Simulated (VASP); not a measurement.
**Sn: relaxation of cell and atoms with PBEsol**

Crystal: Sn.

```
Sn
1.0
    -1.49490    1.49490    1.49490
     1.49490   -1.49490    1.49490
     1.49490    1.49490   -1.49490
Sn
1
Direct
  0.00000 0.00000 0.00000
```

* Program: VASP 6.6.1
* Task: relaxation of cell and atoms
* Functional: PBEsol
* Potentials or basis: VASP PAW PBE potentials, release 64 (Sn_d)
* Cutoff: 500 eV
* k mesh: 20 × 20 × 20
* Occupations: gaussian, width 0.1 eV
* Spin: no spin polarisation
* Target pressure: 190 GPa
* Dipole correction: no
* Further INCAR settings: ALGO = Normal; EDIFF = 1e-07; IBRION = 2; EDIFFG = -0.002; NSW = 100; ISIF = 3

```
Relaxed volume                                         : 13.37 Å³/atom
Relaxed cell                                           : a = 2.590 Å, b = 2.590 Å, c = 2.590 Å, α = 109.47°, β = 109.47°, γ = 109.47°
Space group after relaxing (to 0.05 Å)                 : Im-3m (No. 229)
Energy change on relaxing (the enthalpy is what falls) : -13.6 meV/atom
Ionic steps                                            : 3
Pressure after relaxing                                : 190.0 GPa
Band gap on the k mesh                                 : zero (band 7 reaches 32.59 eV, above the bottom of band 8 at 15.38 eV)
```

Step by step:
| step | energy change (eV) | largest force (eV/Å) | pressure (GPa) | volume (Å³) |
| --- | --- | --- | --- | --- |
| 1 | 0.0000 | 0.0000 | 190.64 | 13.36 |
| 2 | -0.1214 | 0.0000 | 184.96 | 13.47 |
| 3 | -0.0136 | 0.0000 | 190.01 | 13.37 |

Final structure:
```yaml
crystal:
  lattice:
    - [-1.49532, 1.49532, 1.49532]
    - [1.49532, -1.49532, 1.49532]
    - [1.49532, 1.49532, -1.49532]
  atoms:
    - { symbol: Sn, position: [0.00000, 0.00000, 0.00000] }
```

Levels at points of the mesh, in eV from the Fermi level:
| k point | band 5 | band 6 | band 7 | band 8 | band 9 | band 10 |
| --- | --- | --- | --- | --- | --- | --- |
| (0.00, 0.00, 0.00) | -22.40 | -18.72 | 12.18 | 12.18 | 12.18 | 17.11 |
| (0.50, 0.00, 0.00) | -21.79 | -9.57 | -7.48 | 6.40 | 6.48 | 11.80 |
| (0.50, 0.50, 0.50) | -21.94 | -1.91 | -1.91 | -1.91 | 3.62 | 4.03 |

Wall time 29 s on 1 thread of Intel(R) Xeon(R) 6975P-C (Granite Rapids), with other jobs on the host, peak memory 0.16 GiB.

Caveat: the cell is relaxed towards a set pressure, so the enthalpy falls and the energy may rise; the PAW data sets were made with another functional, which shifts forces and pressure a little; spin-orbit coupling is left out, which moves the levels of the heavy elements.
